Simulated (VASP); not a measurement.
Input of a VASP 6.6.1 run:

Contents of INCAR:

```
ALGO     = Normal         # electronic algorithm
EDIFF    = 1E-6           # SCF threshold, eV
EDIFFG   = -0.01          # ionic threshold
ENCUT    = 600            # plane-wave cutoff, eV
GGA      = PE             # functional
IBRION   = 2              # ionic algorithm
ISIF     = 3              # what is computed and relaxed
ISMEAR   = 0              # smearing method
LASPH    = T              # aspherical terms in the spheres
LCHARG   = F              # write CHGCAR
LREAL    = F              # projectors in reciprocal space
LWAVE    = F              # write WAVECAR
NELM     = 100            # most SCF steps
NSW      = 100            # ionic steps
PREC     = Accurate       # precision mode
SIGMA    = 0.1            # smearing width, eV
```

The input KPOINTS:

```
k-points
0
Gamma
  12 12 6
```

The input POSCAR:

```
LiTa2H2
1.0
    3.3940543750      0.0000000000      0.0000000000
   -1.6970271875      2.9393373106      0.0000000000
    0.0000000000      0.0000000000      6.4614692192
Li Ta H
1 2 2
Direct
    0.0000000000      0.0000000000      0.0000000000
    0.3333333333      0.6666666667      0.6442313240
    0.6666666667      0.3333333333      0.3557686760
    0.3333333333      0.6666666667      0.3346951345
    0.6666666667      0.3333333333      0.6653048655
```

Potentials or basis: VASP PAW PBE potentials, release 64 (Li_sv, Ta_pv, H).

Command:

```bash
$ cat potpaw_PBE.64/Li_sv/POTCAR potpaw_PBE.64/Ta_pv/POTCAR potpaw_PBE.64/H/POTCAR > POTCAR
$ mpirun -np 1 vasp_std > vasp.out
```

Q: Estimate the relaxed volume.

A: 12.87 Å³/atom.

Q: What does it give for the relaxed cell?

A: a = 3.405 Å, b = 3.405 Å, c = 6.409 Å, α = 90.00°, β = 90.00°, γ = 120.00°.

Q: Estimate the space group after relaxing (to 0.05 Å).

A: P-3m1 (No. 164).

Final structure:
```xyz
5
Lattice="3.4045 0.0000 0.0000 -1.7023 2.9484 0.0000 0.0000 0.0000 6.4091" Properties=species:S:1:pos:R:3 pbc="T T T"
Li    0.0000    0.0000    0.0000
Ta    0.0000    1.9656    4.1336
Ta    1.7023    0.9828    2.2755
H     0.0000    1.9656    2.1445
H     1.7023    0.9828    4.2647
```

Caveat: the cutoff is under 1.25 times the usual one of these potentials, so pressure, stress and relaxed cells hold a basis-set (Pulay) error.
